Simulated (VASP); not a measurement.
# Li (P6_3/mmc) in VASP: notebook

Li is run at these levels: PBEsol; tasks: single point.

Program: VASP 6.6.1. These are calculated values, not measurements. Logs are shortened: lines on timing, memory, paths and dates and some standing lists are left out, and cuts for length are marked.

## (1) The cell of the first run

The structure is hexagonal, space group P6_3/mmc (No. 194). Conventional cell: a = 3.061 Å, b = 3.061 Å, c = 5.261 Å, α = 90.00°, β = 90.00°, γ = 120.00°. Within 4.0 Å of Li (site symmetry -6m2) lie 12 Li at 3.06 to 3.17 Å.

## (2) Single point, PBEsol

The input, INCAR:

```
PREC = Accurate ; ENCUT = 520
EDIFF = 1E-6 ; ISMEAR = 0
SIGMA = 0.15 ; LREAL = False
LASPH = True ; NELM = 80
ALGO = Normal ; ISIF = 2
LWAVE = False ; LCHARG = False
GGA = PS ; NBANDS = 10
```

The input, KPOINTS:

```
regular mesh
0
Gamma
  18 18 10
```

The input, POSCAR:

```
Li
1.0
    3.0608159216      0.0000000000      0.0000000000
   -1.5304079608      2.6507443444      0.0000000000
    0.0000000000      0.0000000000      5.2613824953
Li
2
Direct
    0.3333333333      0.6666666667      0.2500000000
    0.6666666667      0.3333333333      0.7500000000
```

Potentials or basis: VASP PAW PBE potentials, release 64 (Li_sv).

The run is started by

```bash
$ cat potpaw_PBE.64/Li_sv/POTCAR > POTCAR
$ mpirun -np 1 vasp_std > vasp.out
```

OUTCAR:

```text
PREC = Accurate
   ENCUT = 520
   EDIFF = 1E-6
   ISMEAR = 0
   LREAL = False
   LASPH = True
   NELM = 80
   ISIF = 2
   GGA = PS

 ion  position               nearest neighbor table
   1  0.333  0.667  0.250-
   2  0.667  0.333  0.750-

  LATTYP: Found a hexagonal cell.
 ALAT       =     3.0608159216
 C/A-ratio  =     1.7189477022

  Lattice vectors:

 A1 = (   3.0608159216,   0.0000000000,   0.0000000000)
 A2 = (  -1.5304079608,   2.6507443444,   0.0000000000)
 A3 = (   0.0000000000,   0.0000000000,   5.2613824953)

Analysis of symmetry for initial positions (statically):
=====================================================================
 Subroutine PRICEL returns:
 Original cell was already a primitive cell.

 Routine SETGRP: Setting up the symmetry group for a
 hexagonal supercell.

 Subroutine GETGRP returns: Found 24 space group operations
 (whereof 12 operations were pure point group operations)
 out of a pool of 24 trial point group operations.

The static configuration has the point symmetry D_3d.
 The point group associated with its full space group is D_6h.

Analysis of symmetry for dynamics (positions and initial velocities):
=====================================================================
 Subroutine PRICEL returns:
 Original cell was already a primitive cell.

 Routine SETGRP: Setting up the symmetry group for a
 hexagonal supercell.

 Subroutine GETGRP returns: Found 24 space group operations
 (whereof 12 operations were pure point group operations)
 out of a pool of 24 trial point group operations.

The dynamic configuration has the point symmetry D_3d.
 The point group associated with its full space group is D_6h.

 Subroutine INISYM returns: Found 24 space group operations
 (whereof 12 operations are pure point group operations),
 and found     1 'primitive' translations

----------------------------------------------------------------------------------------

                                     Primitive cell

  volume of cell :      42.6879

  direct lattice vectors                    reciprocal lattice vectors
     3.060815922  0.000000000  0.000000000     0.326710271  0.188626263  0.000000000
    -1.530407961  2.650744344  0.000000000     0.000000000  0.377252526  0.000000000
     0.000000000  0.000000000  5.261382495     0.000000000  0.000000000  0.190064114

  length of vectors
     3.060815922  3.060815922  5.261382495     0.377252526  0.377252526  0.190064114

  position of ions in fractional coordinates (direct lattice)
     0.333333333  0.666666667  0.250000000
     0.666666667  0.333333333  0.750000000

  ion indices of the primitive-cell ions
   primitive index   ion index
                 1           1
                 2           2

----------------------------------------------------------------------------------------

 KPOINTS: regular mesh

Automatic generation of k-mesh.
 Grid dimensions read from file:
 generate k-points for:   18   18   10

 Generating k-lattice:

  Cartesian coordinates                     Fractional coordinates (reciprocal lattice)
     0.018150571  0.010479237  0.000000000     0.055555556  0.000000000  0.000000000
     0.000000000  0.020958474  0.000000000     0.000000000  0.055555556  0.000000000
     0.000000000  0.000000000  0.019006411     0.000000000  0.000000000  0.100000000

  Length of vectors
     0.020958474  0.020958474  0.019006411

  Shift w.r.t. Gamma in fractional coordinates (k-lattice)
     0.000000000  0.000000000  0.000000000

 Subroutine IBZKPT returns following result:
 ===========================================

 Found    222 irreducible k-points:

 Following reciprocal coordinates:
            Coordinates               Weight
  0.000000  0.000000  0.000000      1.000000
  0.055556  0.000000  0.000000      6.000000
  0.111111  0.000000  0.000000      6.000000
  0.166667  0.000000  0.000000      6.000000
  0.222222 -0.000000  0.000000      6.000000
  0.277778  0.000000  0.000000      6.000000
[... 16 lines left out ...]
  0.333333  0.111111  0.000000     12.000000
  0.388889  0.111111  0.000000     12.000000
 [... further k-points ...]
   k-points           NKPTS =    222   k-points in BZ     NKDIM =    222   number of bands    NBANDS=     10
   number of dos      NEDOS =    301   number of ions     NIONS =      2
   total plane-waves  NPLWV =  23040
   dimension x,y,z NGX =    24 NGY =   24 NGZ =   40
   dimension x,y,z NGXF=    48 NGYF=   48 NGZF=   80
   ions per type =               2
   NGX,Y,Z   is equivalent  to a cutoff of  13.04, 13.04, 12.64 a.u.
   NGXF,Y,Z  is equivalent  to a cutoff of  26.07, 26.07, 25.28 a.u.
 SYSTEM =  unknown system
   PREC   = accura    normal or accurate (medium, high low for compatibility)
   ISTART =      0    job   : 0-new  1-cont  2-samecut
   ICHARG =      2    charge: 1-file 2-atom 10-const
   ISPIN  =      1    spin polarized calculation?
   LNONCOLLINEAR =      F non collinear calculations
   LSORBIT =      F    spin-orbit coupling
   LASPH  =      T    aspherical Exc in radial PAW
   ENCUT  =  520.0 eV  38.22 Ry    6.18 a.u.   5.69  5.69  9.78*2*pi/ulx,y,z
   NELM   =     80;   NELMIN=  2; NELMDL= -5     # of ELM steps
   EDIFF  = 0.1E-05   stopping-criterion for ELM
   LREAL  =      F    real-space projection
   EDIFFG = 0.1E-04   stopping-criterion for IOM
   NSW    =      0    number of steps for IOM
   IBRION =     -1    ionic relax: 0-MD 1-quasi-New 2-CG
   NFREE  =      0    steps in history (QN), initial steepest desc. (CG)
   ISIF   =      2    stress and relaxation
   ISYM   =      2    0-nonsym 1-usesym 2-fastsym
   POTIM  = 0.5000    time-step for ionic-motion
   TEBEG  =    0.0;   TEEND  =   0.0 temperature during run
   PSTRESS=    0.0 pullay stress
   NELECT =       6.0000    total number of electrons
   NUPDOWN=      -1.0000    fix difference up-down
   EMIN   =  10.00;   EMAX   =-10.00  energy-range for DOS
   EFERMI =   0.00;   METHOD = LEGACY
   ISMEAR =     0;   SIGMA  =   0.15  broadening in eV -4-tet -1-fermi 0-gaus
   EFERMI_NEDOS =   21; number of points for ismear=-14 and -15
   IALGO  =     38    algorithm
   IMIX   =      4    mixing-type and parameters
     AMIX     =   0.40;   BMIX     =  1.00
     AMIX_MAG =   1.60;   BMIX_MAG =  1.00
  volume/ion in A,a.u.               =      21.34       144.04
  Fermi-wavevector in a.u.,A,eV,Ry     =   0.851184  1.608505  9.857621  0.724515
  Thomas-Fermi vector in A             =   1.967278
   LORBIT       =      0    0 simple, 1 ext, 2 COOP (PROOUT), +10 PAW based schemes
   GGA     = PS    functional components
   LHFCALC =     F    Hartree Fock is set to
   AEXX    =    0.0000 exact exchange contribution
   IVDW    =     0    specifies the selected vdW correction
   LEPSILON=     F    determine dielectric tensor
   LRPA    =     F    only Hartree local field effects (RPA)
 non-spin polarized calculation
 Gauss-broadening in eV      SIGMA  =   0.15
  energy-cutoff  :      520.00
  volume of cell :       42.69
 maximum number of plane-waves:      1184
 NGX is ok and might be reduce to    24

 number of electron       5.9999970 magnetization

 Free energy of the ion-electron system (eV)
  ---------------------------------------------------
  ext. energy  EPLUGINS =         0.00000000
  ---------------------------------------------------
  free energy    TOTEN  =        -3.93145579 eV

  energy without entropy =       -3.92027436  energy(sigma->0) =       -3.92586507

 E-fermi :   0.4772     XC(G=0):  -6.8929

 val. band max:        0.4615587749   @ k =   0.3333   0.1667   0.3000
 cond. band min:       0.4986016746   @ k =   0.1111   0.0000   0.0000
 fundamental gap:      0.0370428998
 Fermi energy:         0.4771972277

 k-point     1 :       0.0000    0.0000    0.0000
  band No.  band energies     occupation
      1     -45.5206      2.00000
      2     -45.5082      2.00000
      3      -3.0001      2.00000
      4       0.2391      1.97524
      5       2.8612      0.00000
      6      13.1103      0.00000
      7      13.1103      0.00000
      8      13.5459      0.00000
      9      14.3584      0.00000
     10      14.3584      0.00000

 k-point     2 :       0.0556    0.0000    0.0000
  band No.  band energies     occupation
      1     -45.5201      2.00000
      2     -45.5080      2.00000
      3      -2.9503      2.00000
      4       0.3040      1.89758
      5       2.8843      0.00000
      6      12.5304      0.00000
      7      12.7046      0.00000
      8      13.5496      0.00000
      9      14.2853      0.00000
     10      14.5747      0.00000

 k-point     3 :       0.1111    0.0000    0.0000
  band No.  band energies     occupation
      1     -45.5188      2.00000
      2     -45.5072      2.00000
      3      -2.8009      2.00000
      4       0.4986      0.84007
      5       2.9524      0.00000
      6      11.2562      0.00000
      7      11.9859      0.00000
      8      13.5165      0.00000
      9      14.1064      0.00000
     10      14.6619      0.00000

 k-point     4 :       0.1667    0.0000    0.0000
  band No.  band energies     occupation
      1     -45.5169      2.00000
      2     -45.5059      2.00000
      3      -2.5521      2.00000
      4       0.8227      0.00113
      5       3.0580      0.00000
      6       9.8116      0.00000
      7      11.2689      0.00000
      8      13.2458      0.00000
      9      13.5823      0.00000
     10      14.4333      0.00000
[... 222 lines left out ...]
 k-point    22 :       0.2778    0.1111    0.0000
  band No.  band energies     occupation
      1     -45.5079      2.00000
      2     -45.5012      2.00000
      3      -1.0609      2.00000
      4       2.7544      0.00000
      5       3.3067      0.00000
      6       6.1531      0.00000
      7       8.1380      0.00000
      8       9.6701      0.00000
      9      10.8326      0.00000
     10      12.4868      0.00000

 k-point    23 :       0.3333    0.1111    0.0000
  band No.  band energies     occupation
      1     -45.5057      2.00000
      2     -45.5004      2.00000
      3      -0.4298      2.00000
      4       2.8992      0.00000
      5       3.5778      0.00000
      6       5.7921      0.00000
      7       7.5340      0.00000
      8       8.2867      0.00000
      9      10.2136      0.00000
     10      12.2688      0.00000

 k-point    24 :       0.3889    0.1111    0.0000
  band No.  band energies     occupation
      1     -45.5040      2.00000
      2     -45.5000      2.00000
      3       0.2514      1.96672
      4       2.2092      0.00000
      5       4.4921      0.00000
      6       5.9352      0.00000
      7       6.9407      0.00000
      8       7.0221      0.00000
      9       9.8440      0.00000
     10      12.1363      0.00000

 [... further k-points ...]
[... 5 lines left out ...]
  --------------------------------------------------------------------------------------
  -------------------------------------------------------------------------------------
  Total       -0.0959433     -0.0959433     -0.4148728      0.0000000      0.0000000      0.0000000
  in kB       -3.6009782     -3.6009782    -15.5711486      0.0000000      0.0000000      0.0000000
  external PRESSURE =      -7.5910350 kB  Pullay stress =       0.0000000 kB

 VOLUME and BASIS-vectors are now :
 -----------------------------------------------------------------------------
  energy-cutoff  :      520.00
  volume of cell :       42.69
      direct lattice vectors                 reciprocal lattice vectors
     3.060815922  0.000000000  0.000000000     0.326710271  0.188626263  0.000000000
    -1.530407961  2.650744344  0.000000000     0.000000000  0.377252526  0.000000000
     0.000000000  0.000000000  5.261382495     0.000000000  0.000000000  0.190064114

 POSITION                                       TOTAL-FORCE (eV/Angst)
 -----------------------------------------------------------------------------------
     -0.00000      1.76716      1.31535        -0.000000     -0.000000      0.000000
      1.53041      0.88358      3.94604         0.000000      0.000000     -0.000000
 -----------------------------------------------------------------------------------
    total drift:                               -0.000000      0.000000      0.000000

  FREE ENERGIE OF THE ION-ELECTRON SYSTEM (eV)
  ---------------------------------------------------
  free  energy   TOTEN  =        -3.9314557935 eV

  energy  without entropy=       -3.9202743551  energy(sigma->0) =       -3.92586507
```

Run time: 1.9 min. Hardware: 1 thread of AMD EPYC 7R13 (Zen 3), shared host; peak memory 0.17 GiB.

Results:

| Property | Result |
| --- | --- |
| Free energy | -3.9315 eV |
| Band gap on the k mesh | zero (band 3 reaches 2.74 eV, above the bottom of band 4 at -1.98 eV) |

Caveat: the cutoff is under 1.25 times the usual one of these potentials, so pressure, stress and relaxed cells hold a basis-set (Pulay) error; the PAW data sets were made with another functional, which shifts forces and pressure a little.

## (3) Single point, PBEsol

This run uses another cell than the first one, of the same volume but with other edges.

The input, INCAR:

```
ALGO = Fast
EDIFF = 1E-7
ENCUT = 520
GGA = PS
ISIF = 2
ISMEAR = 0
LASPH = T
LCHARG = F
LREAL = F
LWAVE = F
NBANDS = 10
NELM = 60
PREC = Accurate
SIGMA = 0.15
```

The input, KPOINTS:

```
k-points
0
Gamma
  18 18 10
```

The input, POSCAR:

```
Li
1.0
    3.3512254781      0.0000000000      0.0000000000
   -1.6756127390      2.9022463978      0.0000000000
    0.0000000000      0.0000000000      4.3890143505
Li
2
Direct
    0.3333333333      0.6666666667      0.2500000000
    0.6666666667      0.3333333333      0.7500000000
```

Potentials or basis: VASP PAW PBE potentials, release 64 (Li_sv).

The run is started by

```bash
$ cat potpaw_PBE.64/Li_sv/POTCAR > POTCAR
$ mpirun -np 1 vasp_std > vasp.out
```

Run time: 3.4 min. Hardware: 1 thread of AMD EPYC 7R13 (Zen 3), shared host; peak memory 0.17 GiB.

The run converged. Its results:

```yaml
Free_energy: -3.8632 eV
Band_gap_on_the_k_mesh: zero (band 3 reaches 2.06 eV, above the bottom of band 4 at -1.52 eV)
```

Levels at points of the mesh, in eV from the Fermi level:
| k point | band 1 | band 2 | band 3 | band 4 | band 5 | band 6 | band 7 |
| --- | --- | --- | --- | --- | --- | --- | --- |
| (0.00, 0.00, 0.00) | -46.08 | -46.05 | -3.48 | 1.44 | 4.61 | 9.59 | 9.59 |
| (0.50, 0.00, 0.00) | -46.07 | -46.06 | -0.50 | 0.48 | 5.13 | 6.26 | 6.52 |
| (0.00, 0.00, 0.50) | -46.06 | -46.06 | -2.01 | -2.01 | 11.01 | 11.01 | 11.01 |
| (0.50, 0.00, 0.50) | -46.06 | -46.06 | 0.51 | 0.51 | 3.11 | 3.11 | 8.13 |

Caveat: the cutoff is under 1.25 times the usual one of these potentials, so pressure, stress and relaxed cells hold a basis-set (Pulay) error; the PAW data sets were made with another functional, which shifts forces and pressure a little.

[end of part 1 of 2]
